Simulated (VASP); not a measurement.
# H7C2F in VASP: notebook, part 3 of 3

VASP 6.6.1. Earlier steps stand in the parts before.

## (5) Single point, PBE+D3(BJ)

INCAR reads:

```
SYSTEM = H7C2F
  PREC = Accurate
  ENCUT = 520
  EDIFF = 1E-6
  ISMEAR = -1
  SIGMA = 0.02
  LREAL = Auto
  LASPH = .TRUE.
  NELM = 80
  ALGO = Normal
  ISIF = 2
  LWAVE = .FALSE.
  LCHARG = .FALSE.
  GGA = PE
  IVDW = 12
  NBANDS = 54
```

KPOINTS reads:

```
regular mesh
0
G
  1 1 1
  0 0 0
```

POSCAR reads:

```
H7C2F
1.0
    7.2304270000      0.0000000000      0.0000000000
    0.0000000000      7.2304270000      0.0000000000
    0.0000000000      0.0000000000      7.2304270000
C H F
6 21 3
Direct
    0.5265802421      0.9508013842      0.6446230631
    0.4589770424      0.7494993034      0.6445539109
    0.2219509304      1.0251676699      0.0650860592
    0.2845890015      0.8142949234      0.0045502154
    0.3396479904      0.3971134761      0.3097742360
    0.4416613293      0.4378717882      0.1232015758
    0.5469663133      0.9913107483      0.7869798008
    0.6752021699      0.9359751506      0.5803806608
    0.4115386270      1.0513210354      0.5772411505
    0.3315986732      0.7015491616      0.7227512289
    0.4192145222      0.7003182523      0.5025844255
    0.5779603335      0.6277499240      0.6987139210
    0.1142947712      1.1189657264      0.0016319921
    0.1618853216      1.0183492621      0.1979412834
    0.3540869716      1.1146091372      0.0835220382
    0.2451307509      0.7104144748      0.1071997546
    0.1919527021      0.7799815972     -0.1223302580
    0.4337779774      0.8190525954     -0.0090036176
    0.2921957445      0.5159584628      0.3753996825
    0.2336099929      0.3033845719      0.3105764016
    0.4639560015      0.3638512636      0.4137100063
    0.5134828137      0.3057080861      0.1308083188
    0.3434237010      0.4105290047      0.0062098684
    0.5220991789      0.5618340383      0.0788888402
    0.9590443275      0.4356035957      0.6882995984
    0.9633317645      0.2740640352      0.2455041729
    0.7681703999      0.5376722564      0.3660917951
    0.9011777589      0.3294826156      0.7491535424
    0.9155890793      0.3845554350      0.1707782957
    0.7876021707      0.6655070302      0.3541699543
```

Command:

```bash
cat potpaw_PBE.64/C/POTCAR potpaw_PBE.64/H/POTCAR potpaw_PBE.64/F/POTCAR > POTCAR
mpirun -np 1 vasp_gam > vasp.out
```

Wall time 56 s (1 thread of Intel Xeon Platinum 8259CL at 2.50GHz (Skylake/Cascade Lake), shared host); peak memory 0.35 GiB.

It converged, with:

```
Free energy                : -142.4010 eV
Pressure                   : -2.3 GPa
Largest force              : 5.817 eV/Å
Band gap on the k mesh     : 4.40 eV
Dispersion energy per atom : -0.030 eV
```

Forces in eV/Å, atoms in the order of the input:
```
C   -0.131 -0.567 -1.014
C    0.516 -3.721 -0.360
C    1.832  0.266 -0.209
C   -3.315  2.278 -0.369
C    5.156  2.448  1.121
C   -1.685 -1.990 -0.819
H    0.098  0.550  0.455
H   -2.020  1.019  0.262
H    2.219 -1.439  0.712
H    1.260  0.978 -0.519
H    0.767  0.471  0.420
H   -1.983  2.556 -0.999
H    0.764 -1.141 -0.972
H   -0.296 -0.417  1.892
H   -1.524 -1.154 -0.365
H   -0.048  0.401  0.307
H    1.550  0.311  1.362
H   -0.023 -0.256 -0.602
H   -1.195  1.950  0.680
H   -1.481 -2.214 -0.313
H   -2.021 -0.301 -1.130
H    1.410  0.190 -1.114
H    0.320  0.418  0.430
H   -0.182 -0.680  1.247
H   -0.778 -1.406  0.952
H   -1.053  2.463 -1.922
H    0.031 -0.080 -0.350
F    0.807  1.462 -1.040
F    1.002 -2.769  1.946
F    0.006  0.373  0.308
```

Stress tensor (GPa, compression positive):
```
-4.25  0.97 -2.42
 0.97 -3.18  3.41
-2.42  3.41  0.43
```

Levels at points of the mesh, in eV from the valence-band top:
```
           k point  band 31  band 32  band 33  band 34  band 35  band 36
(0.00, 0.00, 0.00)    -1.02    -0.52     0.00     4.40     5.84     6.49
```

Caveat: the k points lie up to 0.87 Å⁻¹ apart.

## (6) Single point, PBE+D3(BJ)

INCAR reads:

```
PREC = Accurate ; ENCUT = 520
EDIFF = 1E-7 ; ISMEAR = -1
SIGMA = 0.02 ; LREAL = Auto
LASPH = T ; NELM = 100
ALGO = Normal ; ISIF = 2
LWAVE = F ; LCHARG = F
GGA = PE ; IVDW = 12
NBANDS = 54
```

KPOINTS reads:

```
Automatic mesh
0
Gamma
  1 1 1
```

POSCAR reads:

```
H7C2F
1.0
    7.2304270000      0.0000000000      0.0000000000
    0.0000000000      7.2304270000      0.0000000000
    0.0000000000      0.0000000000      7.2304270000
C H F
6 21 3
Direct
    0.4882422573      0.8466858181      0.5489717274
    0.6001858535      0.7283248970      0.6891985771
    0.1863375427      1.0475176639     -0.0282417622
    0.1127595922      0.8601290076     -0.0150751816
    0.3664513866      0.4273883133      0.2975619559
    0.5092783594      0.4878273441      0.1538083435
    0.4939957211      0.9731652086      0.6400866781
    0.5765081371      0.8602119902      0.4250786295
    0.3378362025      0.8148343106      0.5299687003
    0.5264972594      0.7433724177      0.8404206280
    0.6190505761      0.5812658091      0.6652027605
    0.7453916622      0.7703417793      0.7238161730
    0.0855966045      1.1552706362      0.0577974164
    0.3239089476      1.0886770588      0.0404402119
    0.1851757856      1.0865056794     -0.1672791939
    0.0916128467      0.8371566437      0.1368245610
   -0.0135814939      0.8210441790     -0.0757769908
    0.2397092177      0.7759431082     -0.0301365327
    0.2750183357      0.5444353425      0.3445577972
    0.2503724884      0.3171043702      0.2504416406
    0.4323949332      0.3955506362      0.4190900482
    0.5868394771      0.3733804380      0.1441132038
    0.4392133411      0.4999981329      0.0272183095
    0.5947781507      0.6040168859      0.1823958668
    0.8230081017      0.3139095381      0.8617609997
    1.0485964384      0.3814989073      0.2793887553
    0.7246321690      0.6630037203      0.3521230489
    0.8387886359      0.3610575143      0.7465395889
    0.9535813030      0.3422757743      0.2146484571
    0.8328692068      0.6274041630      0.4150515592
```

Potentials or basis: VASP PAW PBE potentials, release 64 (C, H, F).

Command:

```bash
cat potpaw_PBE.64/C/POTCAR potpaw_PBE.64/H/POTCAR potpaw_PBE.64/F/POTCAR > POTCAR
mpirun -np 1 vasp_gam > vasp.out
```

It took 54 s on 1 thread of Intel Xeon Platinum 8259CL at 2.50GHz (Skylake/Cascade Lake), shared host; peak memory 0.35 GiB.

The run converged. Its results:

* Free energy: -143.3911 eV
* Pressure: 1.5 GPa
* Largest force: 5.262 eV/Å
* Band gap on the k mesh: 5.34 eV
* Dispersion energy per atom: -0.029 eV

Forces in eV/Å, atoms in the order of the input:
```
C    1.098  0.551  2.203
C   -1.141 -0.274  3.174
C   -1.252  4.228  2.872
C    2.543 -1.420  3.906
C   -3.589  1.314 -1.362
C   -3.003  0.191  0.929
H   -0.320  0.225 -1.505
H   -0.764  0.482 -0.166
H    0.952 -0.277 -0.144
H    0.910 -0.391 -2.292
H   -0.448 -0.357 -0.226
H   -0.694  0.485 -0.744
H    1.468 -1.679 -1.869
H   -0.956 -1.177 -0.778
H    0.344  1.106 -1.850
H   -0.325 -0.189 -0.328
H   -0.880 -0.281 -1.305
H   -0.800 -0.912 -0.918
H    0.396 -0.106 -0.431
H    2.804  1.079  0.442
H    1.071 -1.420  2.340
H    2.870 -2.976 -0.581
H   -0.508  0.686 -1.649
H    0.202  0.989  0.196
H   -0.120 -0.737  1.947
H    3.372  1.743  2.535
H    0.096 -0.119  0.081
F    0.253  0.644 -1.841
F   -4.043 -1.540 -2.511
F    0.465  0.134 -0.124
```

Stress tensor (GPa, compression positive):
```
-0.89 -0.94  0.90
-0.94  3.45 -1.71
 0.90 -1.71  2.07
```

Levels at points of the mesh, in eV from the valence-band top:
```csv
k point,band 30,band 31,band 32,band 33,band 34,band 35,band 36,band 37
"(0.00, 0.00, 0.00)",-0.87,-0.77,-0.54,0.00,5.34,6.95,7.09,7.47
```

Caveat: the k points lie up to 0.87 Å⁻¹ apart.
